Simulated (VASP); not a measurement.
# MgS (R-3m) in VASP: single point with HSE06

Aim: the single point of MgS with HSE06.

Program: VASP 6.6.1. These are calculated values, not measurements. Logs are shortened: lines on timing, memory, paths and dates and some standing lists are left out, and cuts for length are marked.

**1. The cell of the first run**

Symmetry: R-3m, No. 166, trigonal system. Conventional cell: a = 3.679 Å, b = 3.679 Å, c = 8.562 Å, α = 90.00°, β = 90.00°, γ = 120.00°. Mg (site symmetry -3m) has 6 S at 2.56 Å within 3.4 Å. Within 3.4 Å of S (site symmetry -3m) lie 6 Mg at 2.56 Å.

**2. Single point, HSE06 (strain along [111] -5.0%)**

The input, POSCAR:

```
MgS
1.0
   -0.0865438300      2.5149741070      2.5149741070
    2.5149741070     -0.0865438300      2.5149741070
    2.5149741070      2.5149741070     -0.0865438300
Mg S
1 1
Direct
    0.0000000000      0.0000000000      0.0000000000
    0.5000000000      0.5000000000      0.5000000000
```

The input, INCAR.step1:

```
ALGO     = Normal         # electronic algorithm
EDIFF    = 1E-5           # SCF threshold, eV
ENCUT    = 520            # plane-wave cutoff, eV
GGA      = PE             # functional
ISIF     = 2              # what is computed and relaxed
ISMEAR   = 0              # smearing method
LASPH    = T              # aspherical terms in the spheres
LCHARG   = F              # write CHGCAR
LREAL    = F              # projectors in reciprocal space
LWAVE    = T              # write WAVECAR
NBANDS   = 11             # bands
NELM     = 80             # most SCF steps
PREC     = Accurate       # precision mode
SIGMA    = 0.01           # smearing width, eV
```

The input, INCAR.step2:

```
ALGO     = Normal         # electronic algorithm
EDIFF    = 1E-6           # SCF threshold, eV
ENCUT    = 520            # plane-wave cutoff, eV
GGA      = PE             # functional
HFSCREEN = 0.2079         # screening, 1/A
ISIF     = 2              # what is computed and relaxed
ISMEAR   = 0              # smearing method
ISTART   = 1            
LASPH    = T              # aspherical terms in the spheres
LCHARG   = F              # write CHGCAR
LHFCALC  = T              # exact exchange
LREAL    = F              # projectors in reciprocal space
LWAVE    = F              # write WAVECAR
NBANDS   = 11             # bands
NELM     = 80             # most SCF steps
PREC     = Accurate       # precision mode
PRECFOCK = Normal       
SIGMA    = 0.01           # smearing width, eV
```

The input, KPOINTS:

```
k-points
0
Gamma
  6 6 6
```

Potentials or basis: VASP PAW PBE potentials, release 64 (Mg, S).

Started as:

```bash
> cat potpaw_PBE.64/Mg/POTCAR potpaw_PBE.64/S/POTCAR > POTCAR
> cp INCAR.step1 INCAR
> mpirun -np 1 vasp_std > vasp.out
> cp INCAR.step2 INCAR
> mpirun -np 1 vasp_std > vasp.out
```

OUTCAR:

```text
EDIFF = 1E-6
   ENCUT = 520
   GGA = PE
   HFSCREEN = 0.2079
   ISIF = 2
   ISMEAR = 0
   ISTART = 1
   LASPH = T
   LHFCALC = T
   LREAL = F
   NELM = 80
   PREC = Accurate
   PRECFOCK = Normal

 ion  position               nearest neighbor table
   1  0.000  0.000  0.000-   2 2.56   2 2.56   2 2.56   2 2.56   2 2.56   2 2.56
   2  0.500  0.500  0.500-   1 2.56   1 2.56   1 2.56   1 2.56   1 2.56   1 2.56

  LATTYP: Found a trigonal (rhomboedric) cell.
 ALAT       =     3.5577632513
 COS(alpha) =     0.4653130808

  Lattice vectors:

 A1 = (  -0.0865438300,   2.5149741070,   2.5149741070)
 A2 = (   2.5149741070,  -0.0865438300,   2.5149741070)
 A3 = (   2.5149741070,   2.5149741070,  -0.0865438300)

Analysis of symmetry for initial positions (statically):
=====================================================================
 Subroutine PRICEL returns:
 Original cell was already a primitive cell.

 Routine SETGRP: Setting up the symmetry group for a
 trigonal (rhombohedral) supercell.

 Subroutine GETGRP returns: Found 12 space group operations
 (whereof 12 operations were pure point group operations)
 out of a pool of 12 trial point group operations.

The static configuration has the point symmetry D_3d.

Analysis of symmetry for dynamics (positions and initial velocities):
=====================================================================
 Subroutine PRICEL returns:
 Original cell was already a primitive cell.

 Routine SETGRP: Setting up the symmetry group for a
 trigonal (rhombohedral) supercell.

 Subroutine GETGRP returns: Found 12 space group operations
 (whereof 12 operations were pure point group operations)
 out of a pool of 12 trial point group operations.

The dynamic configuration has the point symmetry D_3d.

 Subroutine INISYM returns: Found 12 space group operations
 (whereof 12 operations are pure point group operations),
 and found     1 'primitive' translations

----------------------------------------------------------------------------------------

                                     Primitive cell

  volume of cell :      33.4564

  direct lattice vectors                    reciprocal lattice vectors
    -0.086543830  2.514974107  2.514974107    -0.188830732  0.195560237  0.195560237
     2.514974107 -0.086543830  2.514974107     0.195560237 -0.188830732  0.195560237
     2.514974107  2.514974107 -0.086543830     0.195560237  0.195560237 -0.188830732

  length of vectors
     3.557763251  3.557763251  3.557763251     0.334880065  0.334880065  0.334880065

  position of ions in fractional coordinates (direct lattice)
     0.000000000  0.000000000  0.000000000
     0.500000000  0.500000000  0.500000000

  ion indices of the primitive-cell ions
   primitive index   ion index
                 1           1
                 2           2

----------------------------------------------------------------------------------------

 KPOINTS: k-points

Automatic generation of k-mesh.
 Grid dimensions read from file:
 generate k-points for:    6    6    6

 Generating k-lattice:

  Cartesian coordinates                     Fractional coordinates (reciprocal lattice)
    -0.031471789  0.032593373  0.032593373     0.166666667  0.000000000  0.000000000
     0.032593373 -0.031471789  0.032593373     0.000000000  0.166666667  0.000000000
     0.032593373  0.032593373 -0.031471789     0.000000000  0.000000000  0.166666667

  Length of vectors
     0.055813344  0.055813344  0.055813344

  Shift w.r.t. Gamma in fractional coordinates (k-lattice)
     0.000000000  0.000000000  0.000000000

 Subroutine IBZKPT returns following result:
 ===========================================

 Found     32 irreducible k-points:

 Following reciprocal coordinates:
            Coordinates               Weight
  0.000000  0.000000  0.000000      1.000000
  0.166667  0.000000  0.000000      6.000000
  0.333333 -0.000000 -0.000000      6.000000
  0.500000 -0.000000  0.000000      3.000000
  0.166667  0.166667 -0.000000      6.000000
  0.333333  0.166667 -0.000000     12.000000
[... 16 lines left out ...]
  0.500000  0.500000  0.166667      6.000000
 -0.333333  0.500000  0.166667     12.000000
 [... further k-points ...]
   k-points           NKPTS =     32   k-points in BZ     NKDIM =    216   number of bands    NBANDS=     11
   number of dos      NEDOS =    301   number of ions     NIONS =      2
   total plane-waves  NPLWV =  21952
   dimension x,y,z NGX =    28 NGY =   28 NGZ =   28
   dimension x,y,z NGXF=    56 NGYF=   56 NGZF=   56
   ions per type =               1   1
   NGX,Y,Z   is equivalent  to a cutoff of  13.08, 13.08, 13.08 a.u.
   NGXF,Y,Z  is equivalent  to a cutoff of  26.17, 26.17, 26.17 a.u.
 SYSTEM =  unknown system
   PREC   = accura    normal or accurate (medium, high low for compatibility)
   ISTART =      1    job   : 0-new  1-cont  2-samecut
   ICHARG =      0    charge: 1-file 2-atom 10-const
   ISPIN  =      1    spin polarized calculation?
   LNONCOLLINEAR =      F non collinear calculations
   LSORBIT =      F    spin-orbit coupling
   LASPH  =      T    aspherical Exc in radial PAW
   ENCUT  =  520.0 eV  38.22 Ry    6.18 a.u.   6.62  6.62  6.62*2*pi/ulx,y,z
   NELM   =     80;   NELMIN=  2; NELMDL=  0     # of ELM steps
   EDIFF  = 0.1E-05   stopping-criterion for ELM
   LREAL  =      F    real-space projection
   EDIFFG = 0.1E-04   stopping-criterion for IOM
   NSW    =      0    number of steps for IOM
   IBRION =     -1    ionic relax: 0-MD 1-quasi-New 2-CG
   NFREE  =      0    steps in history (QN), initial steepest desc. (CG)
   ISIF   =      2    stress and relaxation
   ISYM   =      3    0-nonsym 1-usesym 2-fastsym
   POTIM  = 0.5000    time-step for ionic-motion
   TEBEG  =    0.0;   TEEND  =   0.0 temperature during run
   PSTRESS=    0.0 pullay stress
   NELECT =       8.0000    total number of electrons
   NUPDOWN=      -1.0000    fix difference up-down
   EMIN   =  10.00;   EMAX   =-10.00  energy-range for DOS
   EFERMI =   0.00;   METHOD = LEGACY
   ISMEAR =     0;   SIGMA  =   0.01  broadening in eV -4-tet -1-fermi 0-gaus
   EFERMI_NEDOS =   21; number of points for ismear=-14 and -15
   IALGO  =     38    algorithm
   IMIX   =      1    mixing-type and parameters
     AMIX     =   0.40;   BMIX     =  1.00
     AMIX_MAG =   1.60;   BMIX_MAG =  1.00
  volume/ion in A,a.u.               =      16.73       112.89
  Fermi-wavevector in a.u.,A,eV,Ry     =   1.016120  1.920188 14.048007  1.032499
  Thomas-Fermi vector in A             =   2.149445
   LORBIT       =      0    0 simple, 1 ext, 2 COOP (PROOUT), +10 PAW based schemes
   GGA     = PE    functional components
   LHFCALC =     T    Hartree Fock is set to
   PRECFOCK=normal    Normal, Fast or Accurate (Low or Medium for compatibility)
   ENCUT4O =  -1.0   cutoff for four orbital integrals eV
   NKREDX  =     1    reduce k-point grid by
   NKREDY  =     1    reduce k-point grid by
   NKREDZ  =     1    reduce k-point grid by
   AEXX    =    0.2500 exact exchange contribution
   HFSCREEN=    0.2079 screening length (either q_TF or 0.3 A-1)
   HFSCREENC=   0.2079 screening length for correlation (either q_TF or 0.3 A-1)
   ENCUTFOCK=  -1.0 apply spherical cutoff to Coloumb kernel
   IVDW    =     0    specifies the selected vdW correction
   LEPSILON=     F    determine dielectric tensor
   LRPA    =     F    only Hartree local field effects (RPA)
 non-spin polarized calculation
 Gauss-broadening in eV      SIGMA  =   0.01
  energy-cutoff  :      520.00
  volume of cell :       33.46
 maximum number of plane-waves:       913
 NGX is ok and might be reduce to    28
  NGX = 20; NGY = 20; NGZ = 20

 number of electron       7.9999999 magnetization

 Free energy of the ion-electron system (eV)
  ---------------------------------------------------
  ext. energy  EPLUGINS =         0.00000000
  ---------------------------------------------------
  free energy    TOTEN  =        -9.84968476 eV

  energy without entropy =       -9.84968476  energy(sigma->0) =       -9.84968476

 E-fermi :   4.0012     XC(G=0):  -8.2170

 val. band max:        3.8572631168   @ k =   0.0000   0.0000   0.0000
 cond. band min:       7.3502233009   @ k =   0.5000   0.5000   0.0000
 fundamental gap:      3.4929601841
 Fermi energy:         4.0012303241

 k-point     1 :       0.0000    0.0000    0.0000
  band No.  band energies     occupation
      1     -10.7511      2.00000
      2       3.3820      2.00000
      3       3.3820      2.00000
      4       3.8573      2.00000
      5       8.7166      0.00000
      6      12.3070      0.00000
      7      12.3070      0.00000
      8      13.3305      0.00000
      9      15.3206      0.00000
     10      15.3206      0.00000
     11      17.3485      0.00000

 k-point     2 :       0.1667    0.0000    0.0000
  band No.  band energies     occupation
      1     -10.4466      2.00000
      2       1.6345      2.00000
      3       3.2136      2.00000
      4       3.5916      2.00000
      5       9.7943      0.00000
      6      12.3160      0.00000
      7      12.7224      0.00000
      8      13.4446      0.00000
      9      14.4314      0.00000
     10      14.9009      0.00000
     11      17.8654      0.00000

 k-point     3 :       0.3333   -0.0000   -0.0000
  band No.  band energies     occupation
      1      -9.7044      2.00000
      2      -0.9280      2.00000
      3       2.9200      2.00000
      4       3.2177      2.00000
      5       9.5546      0.00000
      6      12.0200      0.00000
      7      12.5260      0.00000
      8      14.5877      0.00000
      9      16.1082      0.00000
     10      16.7626      0.00000
     11      17.2371      0.00000

 k-point     4 :       0.5000   -0.0000    0.0000
  band No.  band energies     occupation
      1      -9.2228      2.00000
      2      -2.0929      2.00000
      3       2.7903      2.00000
      4       3.0544      2.00000
      5       9.2754      0.00000
      6      11.5649      0.00000
      7      12.1042      0.00000
      8      15.7467      0.00000
      9      17.2475      0.00000
     10      19.1357      0.00000
     11      19.8970      0.00000
[... 239 lines left out ...]
 k-point    22 :      -0.1667    0.3333    0.1667
  band No.  band energies     occupation
      1      -9.1828      2.00000
      2      -0.6805      2.00000
      3       0.9352      2.00000
      4       2.1876      2.00000
      5      10.1363      0.00000
      6      11.4025      0.00000
      7      12.5338      0.00000
      8      15.0512      0.00000
      9      16.8827      0.00000
     10      19.7785      0.00000
     11      20.5439      0.00000

 k-point    23 :       0.5000    0.5000    0.1667
  band No.  band energies     occupation
      1      -8.8005      2.00000
      2      -1.0024      2.00000
      3       1.0333      2.00000
      4       1.5898      2.00000
      5       8.0825      0.00000
      6      10.3870      0.00000
      7      14.8539      0.00000
      8      15.0607      0.00000
      9      18.8953      0.00000
     10      20.4770      0.00000
     11      21.7969      0.00000

 k-point    24 :      -0.3333    0.5000    0.1667
  band No.  band energies     occupation
      1      -8.6680      2.00000
      2      -0.8389      2.00000
      3       0.4910      2.00000
      4       1.0649      2.00000
      5       9.1114      0.00000
      6      10.8565      0.00000
      7      14.0744      0.00000
      8      15.0913      0.00000
      9      19.3284      0.00000
     10      20.6623      0.00000
     11      20.7529      0.00000

 [... further k-points ...]

------------------------ aborting loop because EDIFF is reached ----------------------------------------

  FORCE on cell =-STRESS in cart. coord.  units (eV):
  Direction    XX          YY          ZZ          XY          YZ          ZX
  --------------------------------------------------------------------------------------
  -------------------------------------------------------------------------------------
  Total        0.7777447      0.7777447      0.7777447      0.4090168      0.4090168      0.4090168
  in kB       37.2449918     37.2449918     37.2449918     19.5871826     19.5871826     19.5871826
  external PRESSURE =      37.2449918 kB  Pullay stress =       0.0000000 kB

 VOLUME and BASIS-vectors are now :
 -----------------------------------------------------------------------------
  energy-cutoff  :      520.00
  volume of cell :       33.46
      direct lattice vectors                 reciprocal lattice vectors
    -0.086543830  2.514974107  2.514974107    -0.188830732  0.195560237  0.195560237
     2.514974107 -0.086543830  2.514974107     0.195560237 -0.188830732  0.195560237
     2.514974107  2.514974107 -0.086543830     0.195560237  0.195560237 -0.188830732

 POSITION                                       TOTAL-FORCE (eV/Angst)
 -----------------------------------------------------------------------------------
      0.00000      0.00000      0.00000         0.000000     -0.000000      0.000000
      2.47170      2.47170      2.47170        -0.000000      0.000000     -0.000000
 -----------------------------------------------------------------------------------
    total drift:                               -0.000000      0.000000     -0.000000

  FREE ENERGIE OF THE ION-ELECTRON SYSTEM (eV)
  ---------------------------------------------------
  free  energy   TOTEN  =        -9.8496847592 eV

  energy  without entropy=       -9.8496847592  energy(sigma->0) =       -9.84968476
```

Wall time 27 min (1 thread of Intel Xeon 8259CL, shared host); peak memory 0.28 GiB.

Results:

| Quantity | Value |
| --- | --- |
| Free energy | -9.8497 eV |
| Pressure | 3.7 GPa |
| Band gap on the k mesh | 3.49 eV (least direct gap 4.86 eV) |

Levels at points of the mesh, in eV from the valence-band top:
```csv
k point,band 1,band 2,band 3,band 4,band 5,band 6,band 7,band 8,band 9
"(0.00, 0.00, 0.00)",-14.61,-0.48,-0.48,0.00,4.86,8.45,8.45,9.47,11.46
"(0.50, 0.00, 0.00)",-13.08,-5.95,-1.07,-0.80,5.42,7.71,8.25,11.89,13.39
"(0.50, 0.50, 0.00)",-12.57,-5.21,-2.53,-2.04,3.49,4.93,13.54,14.12,15.05
"(0.50, 0.50, 0.50)",-12.86,-5.72,-1.28,-1.28,4.93,7.38,7.38,11.58,13.83
```

Caveat: the cell differs from its parent crystal (strain along [111] -5.0%); the cell stands under pressure; the PAW data sets were made with another functional, which shifts forces and pressure a little. A k mesh can miss the band edges.
